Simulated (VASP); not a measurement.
Wanted: the native input for a VASP 6.6.1 run.

```yaml
Task: single point
Functional: PBE
Potentials_or_basis: VASP PAW PBE potentials, release 64 (Co, Si)
Cutoff: 520 eV
k_mesh: 16 × 16 × 16
Occupations: gaussian, width 0.15 eV
Spin: no spin polarisation
Dipole_correction: no
Further_INCAR_settings: ALGO = Normal; EDIFF = 1e-06; NBANDS = 16
```

The structure of CoSi2 lies in POSCAR:

```
CoSi2
1.0
    0.0000000000      2.7502874581      2.7502874581
    2.6799390578      0.0703484003      2.6799390578
    2.6799390578      2.6799390578      0.0703484003
Co Si
1 2
Direct
    0.0000000000      0.0000000000      0.0000000000
    0.2500000000      0.2500000000      0.2500000000
    0.7500000000      0.7500000000      0.7500000000
```

This cell differs from its parent crystal: strain +0.0525 x Voigt [0, 0, 0, 1, 0, 0].

These files were run (other wordings do the same):

INCAR

```
SYSTEM = CoSi2
PREC     = Accurate       ! precision mode
ENCUT    = 520            ! plane-wave cutoff, eV
EDIFF    = 1E-6           ! SCF threshold, eV
ISMEAR   = 0              ! smearing method
SIGMA    = 0.15           ! smearing width, eV
LREAL    = .False.        ! projectors in reciprocal space
LASPH    = .True.         ! aspherical terms in the spheres
NELM     = 80             ! most SCF steps
ALGO     = Normal         ! electronic algorithm
ISIF     = 2              ! what is computed and relaxed
LWAVE    = .False.        ! write WAVECAR
LCHARG   = .False.        ! write CHGCAR
GGA      = PE             ! functional
NBANDS   = 16             ! bands
```

KPOINTS

```
regular mesh
0
Gamma
  16 16 16
  0 0 0
```

Potentials or basis: VASP PAW PBE potentials, release 64 (Co, Si).

Run with:

```sh
$ cat potpaw_PBE.64/Co/POTCAR potpaw_PBE.64/Si/POTCAR > POTCAR
$ mpirun -np 1 vasp_std > vasp.out
```

Results of the run:

```
Pressure               : 0.3 GPa
Largest force          : 0.478 eV/Å
Band gap on the k mesh : zero (an odd number of electrons rules out a gap without spin polarisation)
```

Caveat: the cell differs from its parent crystal (strain +0.0525 x Voigt [0, 0, 0, 1, 0, 0]); the run has no spin polarisation, though such a crystal can be magnetic.

Wall time 7.6 min on 1 thread of Intel Xeon 8259CL, on a shared host, peak memory 0.47 GiB.
